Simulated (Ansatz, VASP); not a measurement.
## InAs: VASP beside Ansatz

```
CELL_PARAMETERS angstrom
0.00000 3.52684 2.29245
3.52684 0.00000 2.29245
3.52684 3.52684 0.00000
ATOMIC_POSITIONS crystal
In 0.00000 0.00000 0.00000
As 0.75000 0.75000 0.75000
```

Alike in both runs: task single point; functional r2SCAN; k mesh 10 × 10 × 10; occupations gaussian, width 0.03 eV; no spin polarisation.

|  | VASP | Ansatz |
| --- | --- | --- |
| version | VASP 6.6.1 | Ansatz 0.2.0 |
| potentials or method | VASP PAW PBE potentials, release 64 (In_d, As), cutoff 520 eV | scalar-relativistic, plane waves, PAW |
| valence electrons in the cell | 18 | 28 |

|  | VASP | Ansatz | Ansatz less VASP |
| --- | --- | --- | --- |
| gap on the k mesh at the Fermi level (eV) | none | none | - |
| pressure (GPa) | -3.4 | -3.4 | +0.02 |
| traceless stress, the component that is largest in VASP (GPa) | 5.09 | 5.09 | +0.009 |

VASP's potentials were made for PBE, not for r2SCAN. A gap of «none» marks a metal or a gap that the smearing closes. VASP's potentials hold 18 valence electrons a cell and Ansatz's 28, so a difference there can come from the potentials and not from the codes.
